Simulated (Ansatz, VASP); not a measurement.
# Hf3Si2F: VASP beside Ansatz

```
CELL_PARAMETERS angstrom
4.55150 0.00000 0.00000
-2.27575 3.94171 0.00000
0.00000 0.00000 5.77914
ATOMIC_POSITIONS crystal
Hf 0.66667 0.33333 0.50000
Hf 0.00000 0.00000 0.00000
Hf 0.00000 0.00000 0.50000
Si 0.33333 0.66667 0.28108
Si 0.33333 0.66667 0.71892
F 0.66667 0.33333 0.00000
```

Change from the starting cell: species swapped into the Sr2Al3Ge type (P-6m2, No. 187).

Alike in both runs: functional PBE; k mesh 6 × 6 × 4; occupations gaussian, width 0.1 eV; no spin polarisation.

Ansatz relaxed the structure, and its values are those at the end. VASP's run is a single point on that final structure, the one shown.

```csv
,VASP,Ansatz
version,VASP 6.6.1,Ansatz 0.2.0
potentials or method,"VASP PAW PBE potentials, release 64 (Hf_pv, Si, F), cutoff 520 eV","scalar-relativistic, plane waves, PAW"
valence electrons in the cell,45,93
```

|  | VASP | Ansatz | Ansatz less VASP |
| --- | --- | --- | --- |
| gap on the k mesh at the Fermi level (eV) | none | none | - |
| pressure (GPa) | -0.6 | 0.0 | +0.56 |
| rms of the force components (eV/Å) | 0.005 | 0.009 | +0.0035 |

A gap of «none» marks a metal or a gap that the smearing closes. The functional is the same, so the differences come from potentials, cutoffs and numerics. VASP's potentials hold 45 valence electrons a cell and Ansatz's 93, so a difference there can come from the potentials and not from the codes.

Spin-orbit coupling is off throughout.
